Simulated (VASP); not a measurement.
Crystal: KTaO3.

```xyz
5
Lattice="3.9883 0.0000 0.0000 0.0000 3.9883 0.0000 0.0000 0.0000 3.9883" Properties=species:S:1:pos:R:3 pbc="T T T"
Ta   -0.0351    0.0254   -0.0525
K     2.0287    1.9853    2.0841
O    -0.0139    0.0041    1.9539
O     0.0019    2.0111    0.0071
O     1.9758    0.0292   -0.0165
```

This cell differs from its parent crystal: atoms moved at random.

Base run:

| Property | Result |
| --- | --- |
| Program | VASP 6.6.1 |
| Functional | PBEsol |
| Potentials or basis | VASP PAW PBE potentials, release 64 (Ta_pv, K_sv, O) |
| Cutoff | 520 eV |
| k mesh | 7 × 7 × 7 |
| Occupations | fermi-dirac, width 0.05 eV |
| Spin | no spin polarisation |

Its results: band gap on the k mesh 2.15 eV, indirect (least direct gap 2.72 eV); pressure 0.5 GPa; largest force 0.576 eV/Å.

Question: The run is repeated on the same cell with these changes: functional from PBEsol to PBE; further incar settings from ALGO = Normal; EDIFF = 1e-07; NBANDS = 27 to ALGO = Normal; EDIFF = 1e-06; NBANDS = 27. What comes out?

Answer: Band gap on the k mesh 2.24 eV, indirect (least direct gap 2.81 eV); pressure 6.3 GPa; largest force 0.620 eV/Å.

Caveats: spin-orbit coupling is left out, which moves the levels of the heavy elements; the PAW data sets were made with another functional, which shifts forces and pressure a little (some runs).

A k mesh can miss the band edges.
